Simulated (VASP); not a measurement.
# MnS (Fm-3m) in VASP: notebook

MnS is run at these levels: PBE+D3(BJ); tasks: relaxation of cell and atoms.

Program: VASP 6.6.1. These are calculated values, not measurements. Logs are shortened: lines on timing, memory, paths and dates and some standing lists are left out, and cuts for length are marked.

## 1. The cell of the first run

The structure is cubic, space group Fm-3m (No. 225). Conventional cell: a = 5.020 Å, b = 5.020 Å, c = 5.020 Å, α = 90.00°, β = 90.00°, γ = 90.00°. Mn (site symmetry m-3m) has 6 S at 2.51 Å within 3.3 Å. S (site symmetry m-3m) has 6 Mn at 2.51 Å within 3.3 Å.

## 2. Relaxation of cell and atoms, PBE+D3(BJ), collinear spin, ferromagnetic start

INCAR reads:

```
SYSTEM = MnS
PREC = Accurate
ENCUT = 600
EDIFF = 1E-7
ISMEAR = 0
SIGMA = 0.1
LREAL = .False.
LASPH = .True.
NELM = 150
ALGO = Normal
ISIF = 3
LWAVE = .False.
LCHARG = .False.
ISPIN = 2
MAGMOM = 4.27 0.12
LORBIT = 11
LMAXMIX = 4
GGA = PE
IVDW = 12
IBRION = 2
NSW = 90
EDIFFG = -0.02
```

KPOINTS reads:

```
Automatic mesh
0
Gamma
  12 12 12
  0 0 0
```

POSCAR reads:

```
MnS
1.0
    0.0000000000      2.5098876421      2.5098876421
    2.5098876421      0.0000000000      2.5098876421
    2.5098876421      2.5098876421      0.0000000000
Mn S
1 1
Direct
    0.0000000000      0.0000000000      0.0000000000
    0.5000000000      0.5000000000      0.5000000000
```

Potentials or basis: VASP PAW PBE potentials, release 64 (Mn_pv, S).

Launch:

```bash
> cat potpaw_PBE.64/Mn_pv/POTCAR potpaw_PBE.64/S/POTCAR > POTCAR
> mpirun -np 1 vasp_std > vasp.out
```

OUTCAR:

```text
SYSTEM = MnS
   PREC = Accurate
   ENCUT = 600
   EDIFF = 1E-7
   ISMEAR = 0
   LREAL = .False.
   LASPH = .True.
   NELM = 150
   ISIF = 3
   ISPIN = 2
   LORBIT = 11
   GGA = PE
   IVDW = 12
   IBRION = 2
   NSW = 90
   EDIFFG = -0.02
 IVDW          = 12

 ion  position               nearest neighbor table
   1  0.000  0.000  0.000-   2 2.51   2 2.51   2 2.51   2 2.51   2 2.51   2 2.51
   2  0.500  0.500  0.500-   1 2.51   1 2.51   1 2.51   1 2.51   1 2.51   1 2.51

  LATTYP: Found a face centered cubic cell.
 ALAT       =     5.0197752842

  Lattice vectors:

 A1 = (   0.0000000000,   2.5098876421,   2.5098876421)
 A2 = (   2.5098876421,   0.0000000000,   2.5098876421)
 A3 = (   2.5098876421,   2.5098876421,   0.0000000000)

Analysis of symmetry for initial positions (statically):
=====================================================================
 Subroutine PRICEL returns:
 Original cell was already a primitive cell.

 Routine SETGRP: Setting up the symmetry group for a
 face centered cubic supercell.

 Subroutine GETGRP returns: Found 48 space group operations
 (whereof 48 operations were pure point group operations)
 out of a pool of 48 trial point group operations.

The static configuration has the point symmetry O_h .

Analysis of symmetry for dynamics (positions and initial velocities):
=====================================================================
 Subroutine PRICEL returns:
 Original cell was already a primitive cell.

 Routine SETGRP: Setting up the symmetry group for a
 face centered cubic supercell.

 Subroutine GETGRP returns: Found 48 space group operations
 (whereof 48 operations were pure point group operations)
 out of a pool of 48 trial point group operations.

The dynamic configuration has the point symmetry O_h .

Analysis of structural, dynamic, and magnetic symmetry:
=====================================================================
 Subroutine PRICEL returns:
 Original cell was already a primitive cell.

 Routine SETGRP: Setting up the symmetry group for a
 face centered cubic supercell.

 Subroutine GETGRP returns: Found 48 space group operations
 (whereof 48 operations were pure point group operations)
 out of a pool of 48 trial point group operations.

The overall configuration has the point symmetry O_h .

 Subroutine INISYM returns: Found 48 space group operations
 (whereof 48 operations are pure point group operations),
 and found     1 'primitive' translations

----------------------------------------------------------------------------------------

                                     Primitive cell

  volume of cell :      31.6223

  direct lattice vectors                    reciprocal lattice vectors
     0.000000000  2.509887642  2.509887642    -0.199212105  0.199212105  0.199212105
[... 146 lines left out ...]
      1     -42.5895      1.00000
      2     -42.5895      1.00000
      3     -42.5895      1.00000
      4      -7.4600      1.00000
      5       4.5348      1.00000
      6       4.5348      1.00000
      7       4.5348      1.00000
      8       4.6434      1.00000
      9       4.6434      1.00000
     10       5.9061      1.00000
     11       5.9061      1.00000
     12       5.9061      1.00000
     13      10.5426      0.00000
     14      16.7859      0.00000
[... 403 lines left out ...]
      4      -5.7408      1.00000
      5       0.5430      1.00000
      6       2.4883      1.00000
      7       2.7503      1.00000
      8       5.1825      1.00000
      9       5.1940      1.00000
     10       5.5851      1.00000
     11       7.2251      1.00000
     12       8.2347      0.00010
     13      11.8116      0.00000
     14      13.5279      0.00000
     15      14.5175      0.00000

 [... further k-points ...]

 spin component 2

 k-point     1 :       0.0000    0.0000    0.0000
  band No.  band energies     occupation
      1     -38.3713      1.00000
      2     -38.3713      1.00000
      3     -38.3713      1.00000
      4      -7.1915      1.00000
      5       6.0934      1.00000
      6       6.0934      1.00000
      7       6.0934      1.00000
      8       7.8825      0.89502
      9       7.8825      0.89502
     10       7.8825      0.89502
     11       7.9861      0.41603
     12       7.9861      0.41603
     13      11.4392      0.00000
     14      17.8066      0.00000
[... 403 lines left out ...]
      4      -5.5459      1.00000
      5       1.1607      1.00000
      6       3.4907      1.00000
      7       4.0514      1.00000
      8       8.8745      0.00000
      9       9.0192      0.00000
     10       9.1516      0.00000
     11      10.1426      0.00000
     12      10.8805      0.00000
     13      12.5113      0.00000
     14      14.5319      0.00000
     15      15.4110      0.00000

 [... further k-points ...]

------------------------ aborting loop because EDIFF is reached ----------------------------------------

 Edisp (eV)   -0.91359

 E8    (eV) :    -0.3766

  FORCE on cell =-STRESS in cart. coord.  units (eV):
  Direction    XX          YY          ZZ          XY          YZ          ZX
  --------------------------------------------------------------------------------------
  -------------------------------------------------------------------------------------
  Total       0.01764     0.01764     0.01764    -0.00000    -0.00000     0.00000
  in kB       0.89380     0.89380     0.89380    -0.00000    -0.00000     0.00000
  external pressure =        0.89 kB  Pullay stress =        0.00 kB

 VOLUME and BASIS-vectors are now :
 -----------------------------------------------------------------------------
  energy-cutoff  :      600.00
  volume of cell :       31.62
      direct lattice vectors                 reciprocal lattice vectors
     0.000000000  2.509887642  2.509887642    -0.199212105  0.199212105  0.199212105
     2.509887642  0.000000000  2.509887642     0.199212105 -0.199212105  0.199212105
     2.509887642  2.509887642  0.000000000     0.199212105  0.199212105 -0.199212105

 POSITION                                       TOTAL-FORCE (eV/Angst)
 -----------------------------------------------------------------------------------
      0.00000      0.00000      0.00000         0.000000      0.000000      0.000000
      2.50989      2.50989      2.50989        -0.000000     -0.000000     -0.000000
 -----------------------------------------------------------------------------------
    total drift:                               -0.000000      0.000000      0.000000

  FREE ENERGIE OF THE ION-ELECTRON SYSTEM (eV)
  ---------------------------------------------------
  free  energy   TOTEN  =       -14.9894625631 eV

  energy  without entropy=      -14.9842705708  energy(sigma->0) =      -14.98686657

 reached required accuracy - stopping structural energy minimisation

 total charge

# of ion       s       p       d       tot
------------------------------------------
    1        0.235   6.197   4.992  11.425
    2        1.329   2.417   0.000   3.745
--------------------------------------------------
tot          1.564   8.614   4.992  15.170

 magnetization (x)

# of ion       s       p       d       tot
------------------------------------------
    1        0.053   0.043   3.886   3.982
    2        0.027   0.046   0.000   0.073
--------------------------------------------------
tot          0.080   0.089   3.886   4.055
```

CONTCAR:

```text
MnS
   1.00000000000000
     0.0000000000000000    2.5098876420999998    2.5098876420999998
     2.5098876420999998    0.0000000000000000    2.5098876420999998
     2.5098876420999998    2.5098876420999998    0.0000000000000000
  Mn              S
     1     1
Direct
     0.0000000000000000    0.0000000000000000    0.0000000000000000
     0.5000000000000000    0.5000000000000000    0.5000000000000000

  0.00000000E+00  0.00000000E+00  0.00000000E+00
  0.00000000E+00  0.00000000E+00  0.00000000E+00
```

Run time: 34 s. Hardware: 1 thread of Intel Xeon 6975P-C (Granite Rapids), shared host; peak memory 0.22 GiB.

Results:

```
Free energy                                           : -14.9895 eV
Pressure after relaxing                               : 0.1 GPa
Net moment                                            : 4.34 μB per cell
Site moments                                          : Mn +3.98; S +0.07 μB
Valence electrons inside the program's atomic spheres : Mn 11.43; S 3.75
Dispersion energy per atom                            : -0.457 eV
```

Final structure:
```
Mn S
1.0
     0.00000    2.50989    2.50989
     2.50989    0.00000    2.50989
     2.50989    2.50989    0.00000
Mn S
1 1
Direct
  0.00000 0.00000 0.00000
  0.50000 0.50000 0.50000
```

Levels at points of the mesh, in eV from the Fermi level:
Spin up:
```tsv
k point	band 8	band 9	band 10	band 11	band 12	band 13	band 14	band 15
(0.00, 0.00, 0.00)	-3.33	-3.33	-2.07	-2.07	-2.07	2.57	8.81	8.81
(0.50, 0.00, 0.00)	-2.75	-2.75	-2.32	0.79	0.79	2.86	5.45	5.45
(0.50, 0.50, 0.00)	-3.89	-3.00	-2.58	-2.58	-1.97	1.10	5.61	11.10
```
Spin down:
| k point | band 5 | band 6 | band 7 | band 8 | band 9 | band 10 |
| --- | --- | --- | --- | --- | --- | --- |
| (0.00, 0.00, 0.00) | -1.88 | -1.88 | -1.88 | -0.09 | -0.09 | -0.09 |
| (0.50, 0.00, 0.00) | -7.20 | -3.91 | -3.91 | 1.09 | 1.09 | 1.34 |
| (0.50, 0.50, 0.00) | -6.31 | -3.61 | -3.61 | -1.42 | 0.53 | 1.38 |

Caveat: the relaxation stopped at its first step, so nothing moved; a cell with one magnetic atom can't hold antiferromagnetic order, which such compounds often take; semilocal functionals often make such compounds metallic where correlation or magnetic order opens a gap, which also shifts bond lengths. With open d or f shells a metallic result of PBE can be an artefact of self-interaction; +U or a hybrid may open a gap.

(Part 1 of 2 ends here.)
